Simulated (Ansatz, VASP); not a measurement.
# Ir: VASP beside Ansatz

```
Ir
1.0
     0.00000    1.91974    1.91974
     1.91974    0.00000    1.91974
     1.91974    1.91974    0.00000
Ir
1
Direct
  0.00000 0.00000 0.00000
```

Alike in both runs: task relaxation of cell and atoms; functional r2SCAN; k mesh 17 × 17 × 17; occupations fermi-dirac, width 0.05 eV; no spin polarisation.

|  | VASP | Ansatz |
| --- | --- | --- |
| version | VASP 6.6.1 | Ansatz 0.2.0 |
| potentials or method | VASP PAW PBE potentials, release 64 (Ir) | PAW with Ansatz's default frozen-core files, scalar-relativistic |
| plane-wave cutoff (eV) | 600 | 500 |
| valence electrons in the cell | 9 | 17 |

Ansatz gave:

- relaxed volume (Å³/atom): 14.20
- relaxed cell length with the largest relative difference (Å): 2.718

**Question.** Estimate VASP's values.

**Answer.** Relaxed volume (Å³/atom): 14.30; relaxed cell length with the largest relative difference (Å): 2.724.

VASP's potentials were made for PBE, not for r2SCAN. VASP's potentials hold 9 valence electrons a cell and Ansatz's 17, so a difference there can come from the potentials and not from the codes.

Spin-orbit coupling is off throughout.
